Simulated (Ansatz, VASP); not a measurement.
## One calculation of Hf2Si3, two programs

```
CELL_PARAMETERS angstrom
3.73256 -0.00080 0.00086
-0.00134 6.46142 -0.00262
0.00176 -0.00312 7.61279
ATOMIC_POSITIONS crystal
Hf 0.99992 0.33296 0.80400
Hf 0.50002 0.83305 0.80401
Hf 0.49997 0.16699 0.19600
Hf 0.99993 0.66694 0.19600
Si 0.49992 0.50001 0.99997
Si 0.00002 0.99997 0.00002
Si 0.00013 0.33308 0.42796
Si 0.50003 0.83301 0.42798
Si 0.50006 0.16698 0.57198
Si 0.00000 0.66701 0.57206
```

Change from the starting cell: cell x2, atoms moved at random (sigma 0.05 Å) and cell strained at random (1.5 %), then relaxed without symmetry.

Alike in both runs: functional PBE; k mesh 6 × 4 × 4; occupations gaussian, width 0.2 eV; no spin polarisation.

Ansatz relaxed the structure, and its values are those at the end. VASP's run is a single point on that final structure, the one shown.

|  | VASP | Ansatz |
| --- | --- | --- |
| version | VASP 6.6.1 | Ansatz 0.2.0 |
| potentials or method | VASP PAW PBE potentials, release 64 (Hf_pv, Si), cutoff 520 eV | scalar-relativistic, plane waves, PAW |
| valence electrons in the cell | 64 | 128 |

|  | VASP | Ansatz | Ansatz less VASP |
| --- | --- | --- | --- |
| gap on the k mesh at the Fermi level (eV) | none | none | - |
| pressure (GPa) | -0.1 | 0.0 | +0.06 |
| rms of the force components (eV/Å) | 0.012 | 0.004 | -0.0077 |

A gap of «none» marks a metal or a gap that the smearing closes. VASP's potentials hold 64 valence electrons a cell and Ansatz's 128, so a difference there can come from the potentials and not from the codes.

Neither program's run includes spin-orbit coupling.
